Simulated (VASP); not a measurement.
Set up this calculation in VASP 6.6.1, as the native input.

```yaml
Task: single point
Functional: PBE
Potentials_or_basis: VASP PAW PBE potentials, release 64 (Ba_sv, Ti_sv, O)
Cutoff: 520 eV
k_mesh: 7 × 7 × 7
Occupations: fermi-dirac, width 0.05 eV
Spin: no spin polarisation
Dipole_correction: no
Further_INCAR_settings: ALGO = Normal; EDIFF = 1e-06; NBANDS = 28
```

The structure of BaTiO3 lies in POSCAR:

```
BaTiO3
1.0
    3.9854053665      0.0000000000      0.0000000000
    0.0000000000      3.9854053665      0.0000000000
    0.0000000000      0.0000000000      4.1847367091
Ba Ti O
1 1 3
Direct
    0.0000000000      0.0000000000     -0.0097379961
    0.5000000000      0.5000000000      0.4733107074
    0.0000000000      0.5000000000      0.5199386733
    0.5000000000      0.0000000000      0.5199386733
    0.5000000000      0.5000000000      0.0395499420
```

One way to write it, as run:

INCAR

```
  PREC = Accurate
  ENCUT = 520
  EDIFF = 1E-6
  ISMEAR = -1
  SIGMA = 0.05
  LREAL = F
  LASPH = T
  NELM = 100
  ALGO = Normal
  ISIF = 2
  LWAVE = F
  LCHARG = T
  GGA = PE
  LELF = T
  LVHAR = T
  NBANDS = 28
```

KPOINTS

```
regular mesh
0
Gamma
  7 7 7
```

Potentials or basis: VASP PAW PBE potentials, release 64 (Ba_sv, Ti_sv, O).

Launch:

```sh
$ cat potpaw_PBE.64/Ba_sv/POTCAR potpaw_PBE.64/Ti_sv/POTCAR potpaw_PBE.64/O/POTCAR > POTCAR
$ mpirun -np 1 vasp_std > vasp.out
```

It gave:

The pressure is 1.9 GPa, the largest force is 0.079 eV/Å and the band gap on the k mesh is 1.90 eV (least direct gap 2.34 eV).

Caveat: spin-orbit coupling is left out, which moves the levels of the heavy elements; an odd mesh through Γ misses points on the zone boundary, where band edges can lie.

Wall time 110 s on 1 thread of Intel Xeon 8259CL, on a shared host, peak memory 0.23 GiB.
